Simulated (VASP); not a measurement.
# TlO7 (Pm-3m) in VASP: single point with PBE

Aim: the single point of TlO7 with PBE.

Program: VASP 6.6.1. These are calculated values, not measurements. Logs are shortened: lines on timing, memory, paths and dates and some standing lists are left out, and cuts for length are marked.

**1. The cell of the first run**

It takes space group Pm-3m (No. 221, cubic). The conventional cell has a = 6.974 Å, b = 6.974 Å, c = 6.974 Å, α = 90.00°, β = 90.00°, γ = 90.00°. Within 3.8 Å of Tl (site symmetry m-3m) lie 6 O at 2.87 Å. Within 1.7 Å of O (site symmetry 4mm) lie 1 O at 1.23 Å.

The cell was generated, and may not be a known phase.

**2. Single point, PBE**

Contents of INCAR:

```
ALGO = All
EDIFF = 1E-6
ENCUT = 800
GGA = PE
GGA_COMPAT = False
ISEARCH = 1
ISIF = 2
ISMEAR = 0
KPAR = 4
LASPH = True
LCHARG = False
LREAL = False
LWAVE = False
NBANDS = 38
NELM = 300
PREC = Accurate
SIGMA = 0.1
```

Contents of KPOINTS:

```
k-points
0
Gamma
  4 4 4
```

Contents of POSCAR:

```
TlO7
1.0
    6.9739612527      0.0000000000      0.0000000000
    0.0000000000      6.9739612527      0.0000000000
    0.0000000000      0.0000000000      6.9739612527
Tl O
1 7
Direct
    0.5000000000      0.5000000000      0.5000000000
    0.0884897911      0.5000000000      0.5000000000
    0.9115102089      0.5000000000      0.5000000000
    0.5000000000      0.0884897911      0.5000000000
    0.5000000000      0.9115102089      0.5000000000
    0.5000000000      0.5000000000      0.0884897911
    0.5000000000      0.5000000000      0.9115102089
    0.0000000000      0.0000000000      0.0000000000
```

Potentials or basis: VASP PAW PBE potentials, release 64 (Tl_d, O).

Started as:

```bash
$ cat potpaw_PBE.64/Tl_d/POTCAR potpaw_PBE.64/O/POTCAR > POTCAR
$ mpirun -np 4 vasp_std > vasp.out
```

OUTCAR:

```text
EDIFF = 1E-6
   ENCUT = 800
   GGA = PE
   ISIF = 2
   ISMEAR = 0
   LASPH = True
   LREAL = False
   NELM = 300
   PREC = Accurate

 ion  position               nearest neighbor table
   1  0.500  0.500  0.500-   2 2.87   3 2.87   4 2.87   5 2.87   6 2.87   7 2.87
   2  0.088  0.500  0.500-   3 1.23   1 2.87
   3  0.912  0.500  0.500-   2 1.23   1 2.87
   4  0.500  0.088  0.500-   5 1.23   1 2.87
   5  0.500  0.912  0.500-   4 1.23   1 2.87
   6  0.500  0.500  0.088-   7 1.23   1 2.87
   7  0.500  0.500  0.912-   6 1.23   1 2.87
   8  0.000  0.000  0.000-

  LATTYP: Found a simple cubic cell.
 ALAT       =     6.9739612527

  Lattice vectors:

 A1 = (   6.9739612527,   0.0000000000,   0.0000000000)
 A2 = (   0.0000000000,   6.9739612527,   0.0000000000)
 A3 = (   0.0000000000,   0.0000000000,   6.9739612527)

Analysis of symmetry for initial positions (statically):
=====================================================================
 Subroutine PRICEL returns:
 Original cell was already a primitive cell.

 Routine SETGRP: Setting up the symmetry group for a
 simple cubic supercell.

 Subroutine GETGRP returns: Found 48 space group operations
 (whereof 48 operations were pure point group operations)
 out of a pool of 48 trial point group operations.

The static configuration has the point symmetry O_h .

Analysis of symmetry for dynamics (positions and initial velocities):
=====================================================================
 Subroutine PRICEL returns:
 Original cell was already a primitive cell.

 Routine SETGRP: Setting up the symmetry group for a
 simple cubic supercell.

 Subroutine GETGRP returns: Found 48 space group operations
 (whereof 48 operations were pure point group operations)
 out of a pool of 48 trial point group operations.

The dynamic configuration has the point symmetry O_h .

 Subroutine INISYM returns: Found 48 space group operations
 (whereof 48 operations are pure point group operations),
 and found     1 'primitive' translations

----------------------------------------------------------------------------------------

                                     Primitive cell

  volume of cell :     339.1865

  direct lattice vectors                    reciprocal lattice vectors
     6.973961253  0.000000000  0.000000000     0.143390530  0.000000000  0.000000000
     0.000000000  6.973961253  0.000000000     0.000000000  0.143390530  0.000000000
     0.000000000  0.000000000  6.973961253     0.000000000  0.000000000  0.143390530

  length of vectors
     6.973961253  6.973961253  6.973961253     0.143390530  0.143390530  0.143390530

  position of ions in fractional coordinates (direct lattice)
     0.500000000  0.500000000  0.500000000
     0.088489791  0.500000000  0.500000000
     0.911510209  0.500000000  0.500000000
     0.500000000  0.088489791  0.500000000
     0.500000000  0.911510209  0.500000000
     0.500000000  0.500000000  0.088489791
     0.500000000  0.500000000  0.911510209
     0.000000000  0.000000000  0.000000000

  ion indices of the primitive-cell ions
   primitive index   ion index
                 1           1
                 2           2
                 3           3
                 4           4
                 5           5
                 6           6
                 7           7
                 8           8

----------------------------------------------------------------------------------------

 KPOINTS: k-points

Automatic generation of k-mesh.
 Grid dimensions read from file:
 generate k-points for:    4    4    4

 Generating k-lattice:

  Cartesian coordinates                     Fractional coordinates (reciprocal lattice)
     0.035847632  0.000000000  0.000000000     0.250000000  0.000000000  0.000000000
     0.000000000  0.035847632  0.000000000     0.000000000  0.250000000  0.000000000
     0.000000000  0.000000000  0.035847632     0.000000000  0.000000000  0.250000000

  Length of vectors
     0.035847632  0.035847632  0.035847632

  Shift w.r.t. Gamma in fractional coordinates (k-lattice)
     0.000000000  0.000000000  0.000000000

 Subroutine IBZKPT returns following result:
 ===========================================

 Found     10 irreducible k-points:

 Following reciprocal coordinates:
            Coordinates               Weight
  0.000000  0.000000  0.000000      1.000000
  0.250000  0.000000  0.000000      6.000000
  0.500000  0.000000  0.000000      3.000000
  0.250000  0.250000  0.000000     12.000000
  0.500000  0.250000  0.000000     12.000000
  0.500000  0.500000  0.000000      3.000000
  0.250000  0.250000  0.250000      8.000000
  0.500000  0.250000  0.250000     12.000000
  0.500000  0.500000  0.250000      6.000000
  0.500000  0.500000  0.500000      1.000000
   k-points           NKPTS =     10   k-points in BZ     NKDIM =     10   number of bands    NBANDS=     38
   number of dos      NEDOS =    301   number of ions     NIONS =      8
   total plane-waves  NPLWV = 262144
   dimension x,y,z NGX =    64 NGY =   64 NGZ =   64
   dimension x,y,z NGXF=   128 NGYF=  128 NGZF=  128
   ions per type =               1   7
   NGX,Y,Z   is equivalent  to a cutoff of  15.26, 15.26, 15.26 a.u.
   NGXF,Y,Z  is equivalent  to a cutoff of  30.51, 30.51, 30.51 a.u.
 SYSTEM =  unknown system
   PREC   = accura    normal or accurate (medium, high low for compatibility)
   ISTART =      0    job   : 0-new  1-cont  2-samecut
   ICHARG =      2    charge: 1-file 2-atom 10-const
   ISPIN  =      1    spin polarized calculation?
   LNONCOLLINEAR =      F non collinear calculations
   LSORBIT =      F    spin-orbit coupling
   LASPH  =      T    aspherical Exc in radial PAW
   ENCUT  =  800.0 eV  58.80 Ry    7.67 a.u.  16.08 16.08 16.08*2*pi/ulx,y,z
   NELM   =    300;   NELMIN=  2; NELMDL= -5     # of ELM steps
   EDIFF  = 0.1E-05   stopping-criterion for ELM
   LREAL  =      F    real-space projection
   EDIFFG = 0.1E-04   stopping-criterion for IOM
   NSW    =      0    number of steps for IOM
   IBRION =     -1    ionic relax: 0-MD 1-quasi-New 2-CG
   NFREE  =      0    steps in history (QN), initial steepest desc. (CG)
   ISIF   =      2    stress and relaxation
   ISYM   =      2    0-nonsym 1-usesym 2-fastsym
   POTIM  = 0.5000    time-step for ionic-motion
   TEBEG  =    0.0;   TEEND  =   0.0 temperature during run
   PSTRESS=    0.0 pullay stress
   NELECT =      55.0000    total number of electrons
   NUPDOWN=      -1.0000    fix difference up-down
   EMIN   =  10.00;   EMAX   =-10.00  energy-range for DOS
   EFERMI =   0.00;   METHOD = LEGACY
   ISMEAR =     0;   SIGMA  =   0.10  broadening in eV -4-tet -1-fermi 0-gaus
   EFERMI_NEDOS =   21; number of points for ismear=-14 and -15
   IALGO  =     58    algorithm
   IMIX   =      4    mixing-type and parameters
     AMIX     =   0.40;   BMIX     =  1.00
     AMIX_MAG =   1.60;   BMIX_MAG =  1.00
  volume/ion in A,a.u.               =      42.40       286.12
  Fermi-wavevector in a.u.,A,eV,Ry     =   0.892722  1.687000 10.843196  0.796952
  Thomas-Fermi vector in A             =   2.014707
   LORBIT       =      0    0 simple, 1 ext, 2 COOP (PROOUT), +10 PAW based schemes
   GGA     = PE    functional components
   LHFCALC =     F    Hartree Fock is set to
   AEXX    =    0.0000 exact exchange contribution
   IVDW    =     0    specifies the selected vdW correction
   LEPSILON=     F    determine dielectric tensor
   LRPA    =     F    only Hartree local field effects (RPA)
 non-spin polarized calculation
 Gauss-broadening in eV      SIGMA  =   0.10
  energy-cutoff  :      800.00
  volume of cell :      339.19
 maximum number of plane-waves:     17516
   NGX = 33   NGY = 33   NGZ = 33

 number of electron      55.0000016 magnetization

 Free energy of the ion-electron system (eV)
  ---------------------------------------------------
  ext. energy  EPLUGINS =         0.00000000
  ---------------------------------------------------
  free energy    TOTEN  =       -30.88494263 eV

  energy without entropy =      -30.51556140  energy(sigma->0) =      -30.70025201

 E-fermi :  -3.8028     XC(G=0):  -4.7863

 val. band max:       -3.8068638585   @ k =   0.5000   0.2500   0.0000
 cond. band min:      -3.8013124561   @ k =   0.5000   0.2500   0.2500
 fundamental gap:      0.0055514024
 Fermi energy:        -3.8027898887

 k-point     1 :       0.0000    0.0000    0.0000
  band No.  band energies     occupation
      1     -29.6577      2.00000
      2     -29.6543      2.00000
      3     -29.6543      2.00000
      4     -18.6180      2.00000
      5     -17.8426      2.00000
      6     -17.8426      2.00000
[... 30 lines left out ...]
     37       3.9018      0.00000
     38       4.7039      0.00000

 k-point     2 :       0.2500    0.0000    0.0000
  band No.  band energies     occupation
      1     -29.6572      2.00000
      2     -29.6546      2.00000
      3     -29.6543      2.00000
      4     -18.6180      2.00000
      5     -17.8639      2.00000
      6     -17.8426      2.00000
[... 30 lines left out ...]
     37       4.0805      0.00000
     38       4.5393      0.00000

 k-point     3 :       0.5000    0.0000    0.0000
  band No.  band energies     occupation
      1     -29.6565      2.00000
      2     -29.6551      2.00000
      3     -29.6543      2.00000
      4     -18.6180      2.00000
      5     -17.8847      2.00000
      6     -17.8426      2.00000
[... 30 lines left out ...]
     37       4.3646      0.00000
[... 207 lines left out ...]
 k-point     9 :       0.5000    0.5000    0.2500
  band No.  band energies     occupation
      1     -29.6553      2.00000
      2     -29.6551      2.00000
      3     -29.6551      2.00000
      4     -18.6180      2.00000
      5     -17.9153      2.00000
      6     -17.8630      2.00000
[... 30 lines left out ...]
     37       3.2163      0.00000
     38       3.8221      0.00000

 k-point    10 :       0.5000    0.5000    0.5000
  band No.  band energies     occupation
      1     -29.6551      2.00000
      2     -29.6551      2.00000
      3     -29.6551      2.00000
      4     -18.6180      2.00000
      5     -17.9276      2.00000
      6     -17.8630      2.00000
[... 30 lines left out ...]
     37       3.0935      0.00000
     38       3.5402      0.00000

------------------------ aborting loop because EDIFF is reached ----------------------------------------

  FORCE on cell =-STRESS in cart. coord.  units (eV):
  Direction    XX          YY          ZZ          XY          YZ          ZX
  --------------------------------------------------------------------------------------
  -------------------------------------------------------------------------------------
  Total        1.1918810      1.1918810      1.1918810     -0.0000000     -0.0000000      0.0000000
  in kB        5.6299545      5.6299545      5.6299545     -0.0000000     -0.0000000      0.0000000
  external PRESSURE =       5.6299545 kB  Pullay stress =       0.0000000 kB

 VOLUME and BASIS-vectors are now :
 -----------------------------------------------------------------------------
  energy-cutoff  :      800.00
  volume of cell :      339.19
      direct lattice vectors                 reciprocal lattice vectors
     6.973961253  0.000000000  0.000000000     0.143390530  0.000000000  0.000000000
     0.000000000  6.973961253  0.000000000     0.000000000  0.143390530  0.000000000
     0.000000000  0.000000000  6.973961253     0.000000000  0.000000000  0.143390530

 POSITION                                       TOTAL-FORCE (eV/Angst)
 -----------------------------------------------------------------------------------
      3.48698      3.48698      3.48698         0.000000      0.000000      0.000000
      0.61712      3.48698      3.48698         0.962524      0.000000      0.000000
      6.35684      3.48698      3.48698        -0.962524      0.000000      0.000000
      3.48698      0.61712      3.48698         0.000000      0.962524      0.000000
      3.48698      6.35684      3.48698         0.000000     -0.962524      0.000000
      3.48698      3.48698      0.61712         0.000000      0.000000      0.962524
      3.48698      3.48698      6.35684         0.000000      0.000000     -0.962524
      0.00000      0.00000      0.00000         0.000000      0.000000      0.000000
 -----------------------------------------------------------------------------------
    total drift:                                0.000000      0.000000     -0.000000

  FREE ENERGIE OF THE ION-ELECTRON SYSTEM (eV)
  ---------------------------------------------------
  free  energy   TOTEN  =       -30.8849426278 eV

  energy  without entropy=      -30.5155615079  energy(sigma->0) =      -30.70025207
```

It took 6.5 min on 4 MPI ranks of Intel Xeon Platinum 8375C at 2.90GHz (Ice Lake), shared host; peak memory 0.84 GiB.

What came out:

```
Free energy            : -30.8849 eV
Pressure               : 0.6 GPa
Largest force          : 0.963 eV/Å
Band gap on the k mesh : zero (an odd number of electrons rules out a gap without spin polarisation)
```

Forces in eV/Å, atoms in the order of the input:
```
Tl   0.000  0.000  0.000
O    0.963  0.000  0.000
O   -0.963  0.000  0.000
O    0.000  0.963  0.000
O    0.000 -0.963  0.000
O    0.000  0.000  0.963
O    0.000  0.000 -0.963
O    0.000  0.000  0.000
```

Caveat: the standard files for N, O and F lose accuracy on very short bonds; spin-orbit coupling is left out, which moves the levels of the heavy elements; an odd number of electrons without spin polarisation forces a metal; a magnetic or distorted state may lie lower.
